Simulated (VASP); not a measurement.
Here is a VASP 6.6.1 calculation.

Contents of INCAR:

```
ALGO = Normal
EDIFF = 1E-6
ENCUT = 520
GGA = PE
ISIF = 2
ISMEAR = -1
LASPH = T
LCHARG = T
LELF = T
LREAL = F
LVHAR = T
LWAVE = F
NBANDS = 16
NELM = 60
PREC = Accurate
SIGMA = 0.05
```

The input KPOINTS:

```
k-points
0
Gamma
  10 10 10
```

Contents of POSCAR:

```
GaN
1.0
    2.9606351019      0.0000000000      0.0000000000
   -1.4803175510      2.5639852498      0.0000000000
    0.0000000000      0.0000000000      2.6653602627
Ga N
1 1
Direct
    0.6666700000      0.3333300000      0.5000000000
    0.0000000000      0.0000000000      0.0000000000
```

Potentials or basis: VASP PAW PBE potentials, release 64 (Ga_d, N).

Launch:

```sh
$ cat potpaw_PBE.64/Ga_d/POTCAR potpaw_PBE.64/N/POTCAR > POTCAR
$ mpirun -np 1 vasp_std > vasp.out
```

(1) Estimate the band gap on the k mesh.

(2) Estimate the pressure.

Answers

(1) zero (band 9 reaches 8.03 eV, above the bottom of band 10 at 7.00 eV).

(2) 4.4 GPa.
